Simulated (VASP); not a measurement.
Input of a VASP 6.6.1 run:

The input POSCAR:

```
V
1.0
   -1.4606775013      1.4606775013      1.4606775013
    1.4606775013     -1.4606775013      1.4606775013
    1.4606775013      1.4606775013     -1.4606775013
V
1
Direct
    0.0000000000      0.0000000000      0.0000000000
```

File INCAR.step1:

```
SYSTEM = V
  PREC = Accurate
  ENCUT = 520
  ISMEAR = 0
  SIGMA = 0.1
  LREAL = .FALSE.
  LASPH = .TRUE.
  NELM = 80
  NBANDS = 12
  GGA = PE
  ALGO = Normal
  EDIFF = 1E-4
  LWAVE = .TRUE.
  LCHARG = .FALSE.
```

File INCAR.step2:

```
SYSTEM = V
  PREC = Accurate
  ENCUT = 520
  EDIFF = 1E-6
  ISMEAR = 0
  SIGMA = 0.1
  LREAL = .FALSE.
  LASPH = .TRUE.
  NELM = 80
  ALGO = Normal
  ISIF = 2
  LWAVE = .FALSE.
  LCHARG = .TRUE.
  METAGGA = R2SCAN
  LMIXTAU = .TRUE.
  LELF = .TRUE.
  LVHAR = .TRUE.
  NBANDS = 12
  ISTART = 1
```

File KPOINTS:

```
Automatic mesh
0
G
  20 20 20
  0 0 0
```

Potentials or basis: VASP PAW PBE potentials, release 64 (V_sv).

Run with:

```bash
$ cat potpaw_PBE.64/V_sv/POTCAR > POTCAR
$ cp INCAR.step1 INCAR
$ mpirun -np 1 vasp_std > vasp.out
$ cp INCAR.step2 INCAR
$ mpirun -np 1 vasp_std > vasp.out
```

Problem. What does it give for the pressure?

Solution. 14.4 GPa.

Caveat: the PAW data sets were made with another functional, which shifts forces and pressure a little.
